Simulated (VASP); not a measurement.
# Sb in VASP: notebook

Sb is run at these levels: PBE; tasks: single point, relaxation of cell and atoms.

Everything below comes from runs of VASP 6.6.1. Logs are shortened: lines on timing, memory, paths and dates and some standing lists are left out, and cuts for length are marked.

**1. The cell of the first run**

The typed cell holds 2 atoms: a = 3.138 Å, b = 3.138 Å, c = 6.282 Å, α = 90.00°, β = 90.00°, γ = 90.00°.

**2. Single point, PBE**

Contents of INCAR:

```
ALGO = Normal ; EDIFF = 1E-6
ENCUT = 500 ; GGA = PE
GGA_COMPAT = F ; ISIF = 2
ISMEAR = 0 ; LASPH = T
LCHARG = F ; LREAL = F
LWAVE = F ; NBANDS = 12
NELM = 120 ; PREC = Accurate
SIGMA = 0.1
```

Contents of KPOINTS:

```
k-points
0
Gamma
  6 6 4
```

Contents of POSCAR:

```
Sb
1.0
    3.1376553964      0.0000000000      0.0195262426
    0.0000000000      3.1376537731      0.0000000000
   -0.0390982211      0.0000000000      6.2817465017
Sb
2
Direct
    0.5003845916      0.0000000000      0.2499909716
    0.4996154084      0.0000000000      0.7500090284
```

Potentials or basis: VASP PAW PBE potentials, release 64 (Sb).

Command:

```sh
$ cat potpaw_PBE.64/Sb/POTCAR > POTCAR
$ mpirun -np 1 vasp_std > vasp.out
```

OUTCAR:

```text
EDIFF = 1E-6
   ENCUT = 500
   GGA = PE
   ISIF = 2
   ISMEAR = 0
   LASPH = T
   LREAL = F
   NELM = 120
   PREC = Accurate

 ion  position               nearest neighbor table
   1  0.500  0.000  0.250-   2 3.14   2 3.14
   2  0.500  0.000  0.750-   1 3.14   1 3.14

  LATTYP: Found a simple orthorhombic cell.
 ALAT       =     3.1376537731
 B/A-ratio  =     1.0000198813
 C/A-ratio  =     2.0020909350

  Lattice vectors:

 A1 = (   0.0000000000,  -3.1376537731,   0.0000000000)
 A2 = (   3.1376553964,   0.0000000000,   0.0195262426)
 A3 = (  -0.0390982211,   0.0000000000,   6.2817465017)

Analysis of symmetry for initial positions (statically):
=====================================================================
 Subroutine PRICEL returns:
 Original cell was already a primitive cell.

 Routine SETGRP: Setting up the symmetry group for a
 simple orthorhombic supercell.

 Subroutine GETGRP returns: Found  4 space group operations
 (whereof  4 operations were pure point group operations)
 out of a pool of  8 trial point group operations.

The static configuration has the point symmetry C_2h.

Analysis of symmetry for dynamics (positions and initial velocities):
=====================================================================
 Subroutine PRICEL returns:
 Original cell was already a primitive cell.

 Routine SETGRP: Setting up the symmetry group for a
 simple orthorhombic supercell.

 Subroutine GETGRP returns: Found  4 space group operations
 (whereof  4 operations were pure point group operations)
 out of a pool of  8 trial point group operations.

The dynamic configuration has the point symmetry C_2h.

 Subroutine INISYM returns: Found  4 space group operations
 (whereof  4 operations are pure point group operations),
 and found     1 'primitive' translations

----------------------------------------------------------------------------------------

                                     Primitive cell

  volume of cell :      61.8454

  direct lattice vectors                    reciprocal lattice vectors
     3.137655396  0.000000000  0.019526243     0.318696970  0.000000000  0.001983602
     0.000000000  3.137653773  0.000000000     0.000000000  0.318709479  0.000000000
    -0.039098221  0.000000000  6.281746502    -0.000990641  0.000000000  0.159185231

  length of vectors
     3.137716154  3.137653773  6.281868176     0.318703143  0.318709479  0.159188313

  position of ions in fractional coordinates (direct lattice)
     0.500384592  0.000000000  0.249990972
     0.499615408  0.000000000  0.750009028

  ion indices of the primitive-cell ions
   primitive index   ion index
                 1           1
                 2           2

----------------------------------------------------------------------------------------

 KPOINTS: k-points

Automatic generation of k-mesh.
 Grid dimensions read from file:
 generate k-points for:    6    6    4

 Generating k-lattice:

  Cartesian coordinates                     Fractional coordinates (reciprocal lattice)
     0.053116162  0.000000000  0.000330600     0.166666667  0.000000000  0.000000000
     0.000000000  0.053118247  0.000000000     0.000000000  0.166666667  0.000000000
    -0.000247660  0.000000000  0.039796308     0.000000000  0.000000000  0.250000000

  Length of vectors
     0.053117190  0.053118247  0.039797078

  Shift w.r.t. Gamma in fractional coordinates (k-lattice)
     0.000000000  0.000000000  0.000000000

 Subroutine IBZKPT returns following result:
 ===========================================

 Found     56 irreducible k-points:

 Following reciprocal coordinates:
            Coordinates               Weight
  0.000000  0.000000  0.000000      1.000000
  0.166667  0.000000  0.000000      2.000000
  0.333333  0.000000  0.000000      2.000000
  0.500000  0.000000 -0.000000      1.000000
  0.000000  0.166667  0.000000      2.000000
  0.166667  0.166667  0.000000      4.000000
[... 16 lines left out ...]
  0.000000  0.166667  0.250000      4.000000
  0.166667  0.166667  0.250000      4.000000
 [... further k-points ...]
   k-points           NKPTS =     56   k-points in BZ     NKDIM =     56   number of bands    NBANDS=     12
   number of dos      NEDOS =    301   number of ions     NIONS =      2
   total plane-waves  NPLWV =  27648
   dimension x,y,z NGX =    24 NGY =   24 NGZ =   48
   dimension x,y,z NGXF=    48 NGYF=   48 NGZF=   96
   ions per type =               2
   NGX,Y,Z   is equivalent  to a cutoff of  12.72, 12.72, 12.70 a.u.
   NGXF,Y,Z  is equivalent  to a cutoff of  25.43, 25.43, 25.41 a.u.
 SYSTEM =  unknown system
   PREC   = accura    normal or accurate (medium, high low for compatibility)
   ISTART =      0    job   : 0-new  1-cont  2-samecut
   ICHARG =      2    charge: 1-file 2-atom 10-const
   ISPIN  =      1    spin polarized calculation?
   LNONCOLLINEAR =      F non collinear calculations
   LSORBIT =      F    spin-orbit coupling
   LASPH  =      T    aspherical Exc in radial PAW
   ENCUT  =  500.0 eV  36.75 Ry    6.06 a.u.   5.72  5.72 11.45*2*pi/ulx,y,z
   NELM   =    120;   NELMIN=  2; NELMDL= -5     # of ELM steps
   EDIFF  = 0.1E-05   stopping-criterion for ELM
   LREAL  =      F    real-space projection
   EDIFFG = 0.1E-04   stopping-criterion for IOM
   NSW    =      0    number of steps for IOM
   IBRION =     -1    ionic relax: 0-MD 1-quasi-New 2-CG
   NFREE  =      0    steps in history (QN), initial steepest desc. (CG)
   ISIF   =      2    stress and relaxation
   ISYM   =      2    0-nonsym 1-usesym 2-fastsym
   POTIM  = 0.5000    time-step for ionic-motion
   TEBEG  =    0.0;   TEEND  =   0.0 temperature during run
   PSTRESS=    0.0 pullay stress
   NELECT =      10.0000    total number of electrons
   NUPDOWN=      -1.0000    fix difference up-down
   EMIN   =  10.00;   EMAX   =-10.00  energy-range for DOS
   EFERMI =   0.00;   METHOD = LEGACY
   ISMEAR =     0;   SIGMA  =   0.10  broadening in eV -4-tet -1-fermi 0-gaus
   EFERMI_NEDOS =   21; number of points for ismear=-14 and -15
   IALGO  =     38    algorithm
   IMIX   =      4    mixing-type and parameters
     AMIX     =   0.40;   BMIX     =  1.00
     AMIX_MAG =   1.60;   BMIX_MAG =  1.00
  volume/ion in A,a.u.               =      30.92       208.68
  Fermi-wavevector in a.u.,A,eV,Ry     =   0.891878  1.685406 10.822716  0.795447
  Thomas-Fermi vector in A             =   2.013755
   LORBIT       =      0    0 simple, 1 ext, 2 COOP (PROOUT), +10 PAW based schemes
   GGA     = PE    functional components
   LHFCALC =     F    Hartree Fock is set to
   AEXX    =    0.0000 exact exchange contribution
   IVDW    =     0    specifies the selected vdW correction
   LEPSILON=     F    determine dielectric tensor
   LRPA    =     F    only Hartree local field effects (RPA)
 non-spin polarized calculation
 Gauss-broadening in eV      SIGMA  =   0.10
  energy-cutoff  :      500.00
  volume of cell :       61.85
 maximum number of plane-waves:      1598
 NGX is ok and might be reduce to    24
   NGX = 11   NGY = 11   NGZ = 23

 number of electron      10.0000000 magnetization

 Free energy of the ion-electron system (eV)
  ---------------------------------------------------
  ext. energy  EPLUGINS =         0.00000000
  ---------------------------------------------------
  free energy    TOTEN  =        -8.22791429 eV

  energy without entropy =       -8.22029806  energy(sigma->0) =       -8.22410617

 E-fermi :   6.8380     XC(G=0):  -9.4676

 val. band max:        6.7419163926   @ k =   0.0000   0.1667   0.0000
 cond. band min:       6.8527376866   @ k =   0.5000   0.3333   0.2500
 fundamental gap:      0.1108212940
 Fermi energy:         6.8379568788

 k-point     1 :       0.0000    0.0000    0.0000
  band No.  band energies     occupation
      1      -5.4185      2.00000
      2      -3.1426      2.00000
      3       1.3807      2.00000
      4       9.8594      0.00000
      5       9.8781      0.00000
      6       9.8786      0.00000
      7      11.7568      0.00000
      8      11.7573      0.00000
      9      13.5791      0.00000
     10      13.5832      0.00000
     11      14.7386      0.00000
     12      15.5821      0.00000

 k-point     2 :       0.1667    0.0000    0.0000
  band No.  band energies     occupation
      1      -5.0346      2.00000
      2      -2.7518      2.00000
      3       1.7439      2.00000
      4       6.7416      1.82713
      5       8.8044      0.00000
      6      10.2281      0.00000
      7      10.2474      0.00000
      8      12.1340      0.00000
      9      13.6902      0.00000
     10      13.8945      0.00000
     11      14.6136      0.00000
     12      16.7471      0.00000

 k-point     3 :       0.3333    0.0000    0.0000
  band No.  band energies     occupation
      1      -3.9867      2.00000
      2      -1.6645      2.00000
      3       2.6751      2.00000
      4       3.1205      2.00000
      5       5.1558      2.00000
      6      10.4577      0.00000
      7      11.1415      0.00000
      8      11.1605      0.00000
      9      13.0570      0.00000
     10      14.7776      0.00000
     11      15.7005      0.00000
     12      17.8488      0.00000
[... 286 lines left out ...]
 k-point    23 :       0.0000    0.1667    0.2500
  band No.  band energies     occupation
      1      -4.8182      2.00000
      2      -3.3052      2.00000
      3       2.8042      2.00000
      4       6.9414      0.14335
      5       8.1255      0.00000
      6       8.3506      0.00000
      7      10.4568      0.00000
      8      11.7560      0.00000
      9      14.4027      0.00000
     10      14.4963      0.00000
     11      15.9969      0.00000
     12      16.5870      0.00000

 k-point    24 :       0.1667    0.1667    0.2500
  band No.  band energies     occupation
      1      -4.4336      2.00000
      2      -2.9170      2.00000
      3       3.1691      2.00000
      4       7.1759      0.00000
      5       7.4486      0.00000
      6       8.4791      0.00000
      7       8.5251      0.00000
      8       8.9901      0.00000
      9      14.6045      0.00000
     10      15.2909      0.00000
     11      16.7941      0.00000
     12      17.6917      0.00000

 [... further k-points ...]
[... 5 lines left out ...]
  --------------------------------------------------------------------------------------
  -------------------------------------------------------------------------------------
  Total       -1.1285481     -1.1283869      1.0550865      0.0000000      0.0000000     -0.0135843
  in kB      -29.2363509    -29.2321760     27.3332416      0.0000000      0.0000000     -0.3519183
  external PRESSURE =     -10.3784284 kB  Pullay stress =       0.0000000 kB

 VOLUME and BASIS-vectors are now :
 -----------------------------------------------------------------------------
  energy-cutoff  :      500.00
  volume of cell :       61.85
      direct lattice vectors                 reciprocal lattice vectors
     3.137655396  0.000000000  0.019526243     0.318696970  0.000000000  0.001983602
     0.000000000  3.137653773  0.000000000     0.000000000  0.318709479  0.000000000
    -0.039098221  0.000000000  6.281746502    -0.000990641  0.000000000  0.159185231

 POSITION                                       TOTAL-FORCE (eV/Angst)
 -----------------------------------------------------------------------------------
      1.56026      0.00000      1.58015        -0.000684      0.000000      0.000352
      1.53830      0.00000      4.72112         0.000684      0.000000     -0.000352
 -----------------------------------------------------------------------------------
    total drift:                               -0.000000     -0.000000     -0.000000

  FREE ENERGIE OF THE ION-ELECTRON SYSTEM (eV)
  ---------------------------------------------------
  free  energy   TOTEN  =        -8.2279142884 eV

  energy  without entropy=       -8.2202980613  energy(sigma->0) =       -8.22410617
```

Wall time 36 s (1 thread of AMD EPYC 7R13, shared host); peak memory 0.16 GiB.

What came out:

| Quantity | Value |
| --- | --- |
| Free energy | -8.2279 eV |
| Pressure | -1.0 GPa |
| Band gap on the k mesh | zero (band 5 reaches 10.66 eV, above the bottom of band 6 at 4.06 eV) |

Caveat: spin-orbit coupling is left out, which moves the levels of the heavy elements.

[end of part 1 of 3]
